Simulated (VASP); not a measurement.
A run of VASP 6.6.1 is set up as follows.

INCAR

```
SYSTEM = WS2
  PREC = Accurate
  ENCUT = 600
  EDIFF = 1E-7
  ISMEAR = 0
  SIGMA = 0.02
  LREAL = .False.
  LASPH = .True.
  NELM = 80
  ALGO = Normal
  ISIF = 4
  LWAVE = .False.
  LCHARG = .False.
  GGA = PS
  IBRION = 2
  NSW = 50
  EDIFFG = -0.01
```

The input KPOINTS:

```
regular mesh
0
Gamma
  12 12 12
  0 0 0
```

POSCAR

```
WS2
1.0
    1.5893867406      0.9176328626      6.4335441991
   -1.5893867406      0.9176328626      6.4335441991
    0.0000000000     -1.8352657251      6.4335441991
W S
1 2
Direct
    0.0006715132      0.0006715132      0.0006715132
    0.2520369930      0.2520369930      0.2520369930
    0.4159914938      0.4159914938      0.4159914938
```

Potentials or basis: VASP PAW PBE potentials, release 64 (W_sv, S).

Launch:

```sh
$ cat potpaw_PBE.64/W_sv/POTCAR potpaw_PBE.64/S/POTCAR > POTCAR
$ mpirun -np 1 vasp_std > vasp.out
```

**Question.** What does it give for the band gap on the k mesh?

**Answer.** 1.29 eV, indirect (least direct gap 1.92 eV).

Forces in eV/Å, atoms in the order of the input:
```
W    0.000  0.000  0.002
S    0.000  0.000 -0.001
S    0.000  0.000 -0.001
```

Caveat: the PAW data sets were made with another functional, which shifts forces and pressure a little; spin-orbit coupling is left out, which moves the levels of the heavy elements. A k mesh can miss the band edges.
